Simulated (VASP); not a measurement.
# HfN (Pm-3m) in VASP: notebook

HfN is run at these levels: PBE, PBEsol; tasks: electric field gradients, vibrations by perturbation theory, density of states.

Program: VASP 6.6.1. These are calculated values, not measurements. Logs are shortened: lines on timing, memory, paths and dates and some standing lists are left out, and cuts for length are marked.

### 1 The cell of the first run

Symmetry: Pm-3m, No. 221, cubic system. The conventional cell has a = 2.825 Å, b = 2.825 Å, c = 2.825 Å, α = 90.00°, β = 90.00°, γ = 90.00°. Hf (site symmetry m-3m) has 8 N at 2.45 Å and 6 Hf at 2.83 Å within 3.2 Å. N (site symmetry m-3m) has 8 Hf at 2.45 Å and 6 N at 2.83 Å within 3.2 Å.

### 2 Electric field gradients, PBE

Contents of INCAR:

```
SYSTEM = HfN
ALGO = Normal ; EDIFF = 1E-8
ENCUT = 520 ; GGA = PE
ISIF = 2 ; ISMEAR = -1
LASPH = .True. ; LCHARG = .False.
LEFG = .True. ; LREAL = .False.
LWAVE = .False. ; NBANDS = 14
NELM = 100 ; PREC = Accurate
SIGMA = 0.05
```

Contents of KPOINTS:

```
k-points
0
Gamma
  9 9 9
  0 0 0
```

Contents of POSCAR:

```
HfN
1.0
    2.8250300000      0.0000000000      0.0000000000
    0.0000000000      2.8250300000      0.0000000000
    0.0000000000      0.0000000000      2.8250300000
Hf N
1 1
Direct
    0.5000000000      0.5000000000      0.5000000000
    0.0000000000      0.0000000000      0.0000000000
```

Potentials or basis: VASP PAW PBE potentials, release 64 (Hf_pv, N).

Command:

```sh
$ cat potpaw_PBE.64/Hf_pv/POTCAR potpaw_PBE.64/N/POTCAR > POTCAR
$ mpirun -np 1 vasp_std > vasp.out
```

OUTCAR:

```text
SYSTEM = HfN
   EDIFF = 1E-8
   ENCUT = 520
   GGA = PE
   ISIF = 2
   ISMEAR = -1
   LASPH = .True.
   LREAL = .False.
   NELM = 100
   PREC = Accurate

 ion  position               nearest neighbor table
   1  0.500  0.500  0.500-   2 2.45   2 2.45   2 2.45   2 2.45   2 2.45   2 2.45   2 2.45   2 2.45

   2  0.000  0.000  0.000-   1 2.45   1 2.45   1 2.45   1 2.45   1 2.45   1 2.45   1 2.45   1 2.45

  LATTYP: Found a simple cubic cell.
 ALAT       =     2.8250300000

  Lattice vectors:

 A1 = (   2.8250300000,   0.0000000000,   0.0000000000)
 A2 = (   0.0000000000,   2.8250300000,   0.0000000000)
 A3 = (   0.0000000000,   0.0000000000,   2.8250300000)

Analysis of symmetry for initial positions (statically):
=====================================================================
 Subroutine PRICEL returns:
 Original cell was already a primitive cell.

 Routine SETGRP: Setting up the symmetry group for a
 simple cubic supercell.

 Subroutine GETGRP returns: Found 48 space group operations
 (whereof 48 operations were pure point group operations)
 out of a pool of 48 trial point group operations.

The static configuration has the point symmetry O_h .

Analysis of symmetry for dynamics (positions and initial velocities):
=====================================================================
 Subroutine PRICEL returns:
 Original cell was already a primitive cell.

 Routine SETGRP: Setting up the symmetry group for a
 simple cubic supercell.

 Subroutine GETGRP returns: Found 48 space group operations
 (whereof 48 operations were pure point group operations)
 out of a pool of 48 trial point group operations.

The dynamic configuration has the point symmetry O_h .

 Subroutine INISYM returns: Found 48 space group operations
 (whereof 48 operations are pure point group operations),
 and found     1 'primitive' translations

----------------------------------------------------------------------------------------

                                     Primitive cell

  volume of cell :      22.5460

  direct lattice vectors                    reciprocal lattice vectors
     2.825030000  0.000000000  0.000000000     0.353978542  0.000000000  0.000000000
     0.000000000  2.825030000  0.000000000     0.000000000  0.353978542  0.000000000
     0.000000000  0.000000000  2.825030000     0.000000000  0.000000000  0.353978542

  length of vectors
     2.825030000  2.825030000  2.825030000     0.353978542  0.353978542  0.353978542

  position of ions in fractional coordinates (direct lattice)
     0.500000000  0.500000000  0.500000000
     0.000000000  0.000000000  0.000000000

  ion indices of the primitive-cell ions
   primitive index   ion index
                 1           1
                 2           2

----------------------------------------------------------------------------------------

 KPOINTS: k-points

Automatic generation of k-mesh.
 Grid dimensions read from file:
 generate k-points for:    9    9    9

 Generating k-lattice:

  Cartesian coordinates                     Fractional coordinates (reciprocal lattice)
     0.039330949  0.000000000  0.000000000     0.111111111  0.000000000  0.000000000
     0.000000000  0.039330949  0.000000000     0.000000000  0.111111111  0.000000000
     0.000000000  0.000000000  0.039330949     0.000000000  0.000000000  0.111111111

  Length of vectors
     0.039330949  0.039330949  0.039330949

  Shift w.r.t. Gamma in fractional coordinates (k-lattice)
     0.000000000  0.000000000  0.000000000

 Subroutine IBZKPT returns following result:
 ===========================================

 Found     35 irreducible k-points:

 Following reciprocal coordinates:
            Coordinates               Weight
  0.000000  0.000000  0.000000      1.000000
  0.111111  0.000000  0.000000      6.000000
  0.222222  0.000000  0.000000      6.000000
  0.333333  0.000000  0.000000      6.000000
  0.444444  0.000000  0.000000      6.000000
  0.111111  0.111111  0.000000     12.000000
[... 16 lines left out ...]
  0.333333  0.333333  0.111111     24.000000
  0.444444  0.333333  0.111111     48.000000
 [... further k-points ...]
   k-points           NKPTS =     35   k-points in BZ     NKDIM =     35   number of bands    NBANDS=     14
   number of dos      NEDOS =    301   number of ions     NIONS =      2
   total plane-waves  NPLWV =  13824
   dimension x,y,z NGX =    24 NGY =   24 NGZ =   24
   dimension x,y,z NGXF=    48 NGYF=   48 NGZF=   48
   ions per type =               1   1
   NGX,Y,Z   is equivalent  to a cutoff of  14.12, 14.12, 14.12 a.u.
   NGXF,Y,Z  is equivalent  to a cutoff of  28.25, 28.25, 28.25 a.u.
 SYSTEM =  HfN
   PREC   = accura    normal or accurate (medium, high low for compatibility)
   ISTART =      0    job   : 0-new  1-cont  2-samecut
   ICHARG =      2    charge: 1-file 2-atom 10-const
   ISPIN  =      1    spin polarized calculation?
   LNONCOLLINEAR =      F non collinear calculations
   LSORBIT =      F    spin-orbit coupling
   LASPH  =      T    aspherical Exc in radial PAW
   ENCUT  =  520.0 eV  38.22 Ry    6.18 a.u.   5.25  5.25  5.25*2*pi/ulx,y,z
   NELM   =    100;   NELMIN=  2; NELMDL= -5     # of ELM steps
   EDIFF  = 0.1E-07   stopping-criterion for ELM
   LREAL  =      F    real-space projection
   EDIFFG = 0.1E-06   stopping-criterion for IOM
   NSW    =      0    number of steps for IOM
   IBRION =     -1    ionic relax: 0-MD 1-quasi-New 2-CG
   NFREE  =      0    steps in history (QN), initial steepest desc. (CG)
   ISIF   =      2    stress and relaxation
   ISYM   =      2    0-nonsym 1-usesym 2-fastsym
   POTIM  = 0.5000    time-step for ionic-motion
   TEBEG  =    0.0;   TEEND  =   0.0 temperature during run
   PSTRESS=    0.0 pullay stress
   NELECT =      15.0000    total number of electrons
   NUPDOWN=      -1.0000    fix difference up-down
   EMIN   =  10.00;   EMAX   =-10.00  energy-range for DOS
   EFERMI =   0.00;   METHOD = LEGACY
   ISMEAR =    -1;   SIGMA  =   0.05  broadening in eV -4-tet -1-fermi 0-gaus
   EFERMI_NEDOS =   21; number of points for ismear=-14 and -15
   IALGO  =     38    algorithm
   IMIX   =      4    mixing-type and parameters
     AMIX     =   0.40;   BMIX     =  1.00
     AMIX_MAG =   1.60;   BMIX_MAG =  1.00
  volume/ion in A,a.u.               =      11.27        76.07
  Fermi-wavevector in a.u.,A,eV,Ry     =   1.429164  2.700729 27.790047  2.042511
  Thomas-Fermi vector in A             =   2.549148
   LORBIT       =      0    0 simple, 1 ext, 2 COOP (PROOUT), +10 PAW based schemes
   GGA     = PE    functional components
   LHFCALC =     F    Hartree Fock is set to
   AEXX    =    0.0000 exact exchange contribution
   IVDW    =     0    specifies the selected vdW correction
   LEPSILON=     F    determine dielectric tensor
   LRPA    =     F    only Hartree local field effects (RPA)
 non-spin polarized calculation
  energy-cutoff  :      520.00
  volume of cell :       22.55
 maximum number of plane-waves:       619
 NGX is ok and might be reduce to    24
   NGX = 11   NGY = 11   NGZ = 11

 number of electron      15.0000000 magnetization

 Free energy of the ion-electron system (eV)
  ---------------------------------------------------
  ext. energy  EPLUGINS =         0.00000000
  ---------------------------------------------------
  free energy    TOTEN  =       -19.76680914 eV

  energy without entropy =      -19.75590454  energy(sigma->0) =      -19.76135684

 E-fermi :   7.4413     XC(G=0): -12.9306

 val. band max:        7.3134015955   @ k =   0.3333   0.3333   0.0000
 cond. band min:       7.4545338196   @ k =   0.1111   0.1111   0.0000
 fundamental gap:      0.1411322241
 Fermi energy:         7.4413266070

 k-point     1 :       0.0000    0.0000    0.0000
  band No.  band energies     occupation
      1     -22.7807      2.00000
      2     -22.7807      2.00000
      3     -22.7807      2.00000
      4      -8.6983      2.00000
      5       5.0068      2.00000
      6       5.0068      2.00000
      7       6.3441      2.00000
      8       6.3441      2.00000
      9       6.3441      2.00000
     10      10.7360      0.00000
     11      13.7645      0.00000
     12      13.7645      0.00000
     13      13.7645      0.00000
     14      20.4308      0.00000
[... 377 lines left out ...]
      1     -23.8621      2.00000
      2     -23.5595      2.00000
      3     -22.7146      2.00000
      4      -6.5917      2.00000
      5       2.1273      2.00000
      6       3.1638      2.00000
      7       5.6355      2.00000
      8       7.4899      0.54897
      9      10.5996      0.00000
     10      11.1307      0.00000
     11      12.8640      0.00000
     12      14.2532      0.00000
     13      18.1277      0.00000
     14      20.4300      0.00000

 [... further k-points ...]

------------------------ aborting loop because EDIFF is reached ----------------------------------------

  FORCE on cell =-STRESS in cart. coord.  units (eV):
  Direction    XX          YY          ZZ          XY          YZ          ZX
  --------------------------------------------------------------------------------------
  -------------------------------------------------------------------------------------
  Total       -0.3550569     -0.3550569     -0.3550569     -0.0000000     -0.0000000     -0.0000000
  in kB      -25.2312862    -25.2312862    -25.2312862     -0.0000000     -0.0000000     -0.0000000
  external PRESSURE =     -25.2312862 kB  Pullay stress =       0.0000000 kB

 VOLUME and BASIS-vectors are now :
 -----------------------------------------------------------------------------
  energy-cutoff  :      520.00
  volume of cell :       22.55
      direct lattice vectors                 reciprocal lattice vectors
     2.825030000  0.000000000  0.000000000     0.353978542  0.000000000  0.000000000
     0.000000000  2.825030000  0.000000000     0.000000000  0.353978542  0.000000000
     0.000000000  0.000000000  2.825030000     0.000000000  0.000000000  0.353978542

 POSITION                                       TOTAL-FORCE (eV/Angst)
 -----------------------------------------------------------------------------------
      1.41251      1.41251      1.41251         0.000000      0.000000      0.000000
      0.00000      0.00000      0.00000         0.000000      0.000000      0.000000
 -----------------------------------------------------------------------------------
    total drift:                                0.000000     -0.000000     -0.000000

  FREE ENERGIE OF THE ION-ELECTRON SYSTEM (eV)
  ---------------------------------------------------
  free  energy   TOTEN  =       -19.7668091433 eV

  energy  without entropy=      -19.7559045428  energy(sigma->0) =      -19.76135684

 Electric field gradients (V/A^2)
---------------------------------------------------------------------
 ion       V_xx      V_yy      V_zz      V_xy      V_xz      V_yz
---------------------------------------------------------------------
   1      -0.000     0.000    -0.000     0.000    -0.000     0.000
   2      -0.000    -0.000    -0.000    -0.000    -0.000    -0.000
---------------------------------------------------------------------

 Electric field gradients after diagonalization (V/A^2)
 (convention: |V_zz| > |V_xx| > |V_yy|)
----------------------------------------------------------------------
 ion       V_xx      V_yy      V_zz     asymmetry (V_yy - V_xx)/ V_zz
----------------------------------------------------------------------
   1      -0.000    -0.000     0.000       0.197
   2      -0.000    -0.000    -0.000      -0.133
----------------------------------------------------------------------

           NMR quadrupolar parameters

 Cq : quadrupolar parameter    Cq=e*Q*V_zz/h
 eta: asymmetry parameters     (V_yy - V_xx)/ V_zz
 Q  : nuclear electric quadrupole moment in mb (millibarn)
----------------------------------------------------------------------
 ion       Cq(MHz)       eta       Q (mb)
----------------------------------------------------------------------
   1       0.000       0.197       1.000
   2      -0.000      -0.133       1.000
----------------------------------------------------------------------
```

Run time: 9.5 s. Hardware: 1 thread of AMD EPYC 9R45 (Zen 5), shared host; peak memory 0.11 GiB.

What came out:

* Free energy: -19.7668 eV
* Pressure: -2.5 GPa

Levels at points of the mesh, in eV from the Fermi level:
| k point | band 5 | band 6 | band 7 | band 8 | band 9 | band 10 | band 11 | band 12 |
| --- | --- | --- | --- | --- | --- | --- | --- | --- |
| (0.00, 0.00, 0.00) | -2.43 | -2.43 | -1.10 | -1.10 | -1.10 | 3.29 | 6.32 | 6.32 |

Caveat: without QUAD_EFG the Cq values of the log hold for a quadrupole moment of 1 mb, not for the nuclei; spin-orbit coupling is left out, which moves the levels of the heavy elements.

### 3 Vibrations by perturbation theory, PBE

Contents of INCAR:

```
PREC = Accurate
ENCUT = 520
EDIFF = 1E-8
ISMEAR = -1
SIGMA = 0.05
LREAL = F
LASPH = T
NELM = 60
ALGO = Normal
ISIF = 2
LWAVE = F
LCHARG = F
GGA = PE
NBANDS = 14
IBRION = 8
NSW = 1
```

Contents of KPOINTS:

```
regular mesh
0
Gamma
  9 9 9
```

POSCAR is that of step 2.

Potentials or basis: VASP PAW PBE potentials, release 64 (Hf_pv, N).

Command:

```sh
$ cat potpaw_PBE.64/Hf_pv/POTCAR potpaw_PBE.64/N/POTCAR > POTCAR
$ mpirun -np 1 vasp_std > vasp.out
```

OUTCAR:

```text
PREC = Accurate
   ENCUT = 520
   EDIFF = 1E-8
   ISMEAR = -1
   LREAL = F
   LASPH = T
   NELM = 60
   ISIF = 2
   GGA = PE
   IBRION = 8
   NSW = 1

 ion  position               nearest neighbor table
   1  0.500  0.500  0.500-   2 2.45   2 2.45   2 2.45   2 2.45   2 2.45   2 2.45   2 2.45   2 2.45

   2  0.000  0.000  0.000-   1 2.45   1 2.45   1 2.45   1 2.45   1 2.45   1 2.45   1 2.45   1 2.45

  LATTYP: Found a simple cubic cell.
 ALAT       =     2.8250300000

  Lattice vectors:

 A1 = (   2.8250300000,   0.0000000000,   0.0000000000)
 A2 = (   0.0000000000,   2.8250300000,   0.0000000000)
 A3 = (   0.0000000000,   0.0000000000,   2.8250300000)

Analysis of symmetry for initial positions (statically):
=====================================================================
 Subroutine PRICEL returns:
 Original cell was already a primitive cell.

 Routine SETGRP: Setting up the symmetry group for a
 simple cubic supercell.
[... 636 lines left out ...]

 INTERNAL STRAIN TENSOR  FOR ION    2  DIRECTION 1   (eV/Angst):
 -----------------------------------------------------------------------------
    -0.00515  0.00000 -0.00000
    -0.00000  0.00883  0.00000
     0.00000  0.00000  0.00883

 INTERNAL STRAIN TENSOR FOR ION    2 for displacements in x,y,z  (eV/Angst):
          X           Y           Z          XY          YZ          ZX
  --------------------------------------------------------------------------------
  x     0.00000     0.00000     0.00000     0.00000     0.00000     0.00000
  y     0.00000     0.00000     0.00000     0.00000     0.00000     0.00000
  z     0.00000     0.00000     0.00000     0.00000     0.00000     0.00000

 SECOND DERIVATIVES (NOT SYMMETRIZED)
 ------------------------------------
               1X          1Y          1Z          2X          2Y          2Z
  1X    -2.746635   -0.000000    0.000000    2.746635    0.000000   -0.000000
  1Y     0.000000   -2.746635    0.000000   -0.000000    2.746635   -0.000000
  1Z    -0.000000    0.000000   -2.746635    0.000000   -0.000000    2.746635
  2X     2.751462   -0.000000    0.000000   -2.751462    0.000000   -0.000000
  2Y     0.000000    2.751462    0.000000   -0.000000   -2.751462   -0.000000
  2Z     0.000000    0.000000    2.751462   -0.000000   -0.000000   -2.751462

 Eigenvectors and eigenvalues of the dynamical matrix
 ----------------------------------------------------

   1 f  =    7.196537 THz    45.217174 2PiTHz  240.050629 cm-1    29.762471 meV
             X         Y         Z           dx          dy          dz
      1.412515  1.412515  1.412515     0.000000    0.269476    0.000000
      0.000000  0.000000  0.000000    -0.000000   -0.963007    0.000000
[... 21 lines left out ...]
   6 f/i=    0.001640 THz     0.010303 2PiTHz    0.054695 cm-1     0.006781 meV
             X         Y         Z           dx          dy          dz
      1.412515  1.412515  1.412515     0.027754   -0.359491    0.892961
      0.000000  0.000000  0.000000     0.007766   -0.100596    0.249876

--------------------------------------------------------------------------------------------------------

 ELASTIC MODULI CONTR FROM IONIC RELAXATION (kBar)
 Direction    XX          YY          ZZ          XY          YZ          ZX
 --------------------------------------------------------------------------------
 XX           0.0000      0.0000      0.0000      0.0000      0.0000      0.0000
 YY           0.0000      0.0000      0.0000      0.0000      0.0000      0.0000
 ZZ           0.0000      0.0000      0.0000      0.0000      0.0000      0.0000
 XY           0.0000      0.0000      0.0000      0.0000      0.0000      0.0000
 YZ           0.0000      0.0000      0.0000      0.0000      0.0000      0.0000
 ZX           0.0000      0.0000      0.0000      0.0000      0.0000      0.0000
 --------------------------------------------------------------------------------
```

OSZICAR:

```text
N       E                     dE             d eps       ncg     rms          rms(c)
DAV:   1     0.302205844637E+02    0.30221E+02   -0.79886E+03   980   0.103E+03
DAV:   2    -0.210227030918E+02   -0.51243E+02   -0.47299E+02  1268   0.224E+02
[... 51 lines left out ...]
RMM:   8    -0.231036066595E+00   -0.68289E-06   -0.77187E-08  3550   0.414E-04    0.410E-04
RMM:   9    -0.231035911341E+00    0.15525E-06    0.41479E-08  3526   0.250E-04    0.336E-05
RMM:  10    -0.231035557476E+00    0.35387E-06   -0.10665E-09  3552   0.468E-05    0.185E-05
RMM:  11    -0.231035603029E+00   -0.45553E-07    0.40741E-10  3663   0.111E-05    0.551E-06
RMM:  12    -0.231035589280E+00    0.13749E-07    0.12736E-09  3239   0.334E-06    0.170E-06
RMM:  13    -0.231035595558E+00   -0.62778E-08   -0.42089E-10  1957   0.103E-06    0.300E-07
 Linear response finished
```

stdout:

```text
POSCAR found type information on POSCAR HfN
 POSCAR found :  2 types and       2 ions
 scaLAPACK will be used
 LDA part: xc-table for (Slater+PW92), standard interpolation
 POSCAR, INCAR and KPOINTS ok, starting setup
 FFT: planning ... GRIDC
 FFT: planning ... GRID_SOFT
 FFT: planning ... GRID
 WAVECAR not read
 entering main loop
 Linear response reoptimize wavefunctions to high precision
 Linear response DOF=           2
 Linear response progress:
 first order change of Fermi-energy   0.40016E-03
 force on displaced ion       1 direction 1 :  -2.747   0.000  -0.000
 Linear response progress:
 first order change of Fermi-energy   0.30027E-04
 force on displaced ion       2 direction 1 :  -2.751  -0.000   0.000
 Linear response finished
```

Wall time 53 s (1 thread of Intel Xeon Platinum 8488C (Sapphire Rapids), shared host); peak memory 0.19 GiB.

Results:

| Property | Result |
| --- | --- |
| Highest phonon frequency at Γ, LO-TO splitting left out | 240 cm⁻¹ |

Phonon frequencies in cm⁻¹ (negative: imaginary):
```tsv
q point	frequencies
(0.000, 0.000, 0.000)	0 0 0 240 240 240
```

Caveat: the cell wasn't relaxed at this level first, which shifts response properties; spin-orbit coupling is left out, which moves the levels of the heavy elements.

(Part 1 of 2 ends here.)
